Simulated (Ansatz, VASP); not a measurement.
## One calculation of Br, two programs

The input INCAR:

```
PREC = Accurate ; ENCUT = 520
EDIFF = 1E-7 ; ISMEAR = -1
SIGMA = 0.1 ; LREAL = False
LASPH = True ; NELM = 100
ALGO = Normal ; ISIF = 2
LWAVE = False ; LCHARG = True
GGA = PE ; LELF = True
LVHAR = True ; NBANDS = 18
```

The input KPOINTS:

```
regular mesh
0
Gamma
  8 8 10
```

Contents of POSCAR:

```
Br
1.0
    5.1078692632      0.0000000000      0.0000000000
   -2.5539346316      4.4235445412      0.0000000000
    0.0000000000      0.0000000000      2.5135092047
Br
3
Direct
    0.0000000000      0.0000000000      0.0000000000
    0.3333333333      0.6666666667      0.5000000000
    0.6666666667      0.3333333333      0.5000000000
```

Input for Ansatz:

```yaml
crystal:
  lattice:
    - [5.1078692632, 0.0, 0.0]
    - [-2.5539346316, 4.4235445412, 0.0]
    - [0.0, 0.0, 2.5135092047]
  atoms:
    - { symbol: Br, position: [0.0, 0.0, 0.0] }
    - { symbol: Br, position: [0.3333333333, 0.6666666667, 0.5] }
    - { symbol: Br, position: [0.6666666667, 0.3333333333, 0.5] }
kpoints:
  mp_grid: { grid: [8, 8, 10] }
  band_path:
    path:
      - [0.0, 0.0, 0.0]
      - [0.5, 0.0, 0.0]
      - [0.3333333333, 0.3333333333, 0.0]
      - [0.0, 0.0, 0.0]
      - [0.0, 0.0, 0.5]
      - [0.5, 0.0, 0.5]
      - [0.3333333333, 0.3333333333, 0.5]
      - [0.0, 0.0, 0.5]
      - [0.5, 0.0, 0.5]
    npoints: 8
scf:
  occupations: { method: fermi_dirac, width: 0.1 }
hamiltonian:
  xc: pbe
  pseudopotentials: { kind: all_electron, lapw: { basis_error: 0.001 } }
output:
  forces: true
  stress: true
  eigenvalues: true
  populations: true
  dos: { projected: true, de: 0.2, e_range: [-14, 8] }
```

Change from the starting cell: volume scaled by 0.45, LAPW.

Alike in both runs: task single point; functional PBE; k mesh 8 × 8 × 10; occupations fermi-dirac, width 0.1 eV; no spin polarisation.

|  | VASP | Ansatz |
| --- | --- | --- |
| version | VASP 6.6.1 | Ansatz 0.2.0 |
| potentials or method | VASP PAW PBE potentials, release 64 (Br), cutoff 520 eV | all-electron LAPW, scalar-relativistic |

VASP gave:

| Item | Value |
| --- | --- |
| pressure (GPa) | 28.9 |
| traceless stress, the component that is largest in VASP (GPa) | 0.05 |

**Question.** Estimate Ansatz's values.

**Answer.** Pressure (GPa): 28.9; traceless stress, the component that is largest in VASP (GPa): 0.04.

Both programs put the cell under a high pressure, so it lies far from rest at this level. Ansatz ran all-electron here, and VASP with PAW potentials.
